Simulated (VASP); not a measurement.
# Fe: single point with PBE

Fe:

```xyz
1
Lattice="-1.4430 1.4430 1.4430 1.4430 -1.4430 1.4430 1.4430 1.4430 -1.4430" Properties=species:S:1:pos:R:3 pbc="T T T"
Fe    0.0000    0.0000    0.0000
```

```
Program             : VASP 6.6.1
Task                : single point
Functional          : PBE
Potentials or basis : VASP PAW PBE potentials, release 64 (Fe)
Cutoff              : 520 eV
k mesh              : 11 × 11 × 11
Occupations         : methfessel-paxton, width 0.05 eV
Spin                : collinear spin, ferromagnetic start
Starting moments    : [3.0] μB
```

The pressure is -9.4 GPa and the net moment is 2.27 μB per cell. The site moments are Fe +2.28 μB and the valence electrons inside the program's atomic spheres are Fe 7.16.

Levels at points of the mesh, in eV from the Fermi level:
Spin up:
```
           k point  band 3  band 4  band 5  band 6  band 7  band 8
(0.00, 0.00, 0.00)   -2.15   -2.15   -1.04   -1.04   24.54   24.54
```
Spin down:
```
           k point  band 1  band 2  band 3  band 4  band 5  band 6  band 7  band 8
(0.00, 0.00, 0.00)   -7.88   -0.15   -0.15   -0.15    1.77    1.77   24.25   24.25
```

Wall time 19 s on 1 thread of Intel(R) Xeon(R) Platinum 8259CL CPU @ 2.50GHz (Skylake/Cascade Lake), with other jobs on the host, peak memory 0.14 GiB.
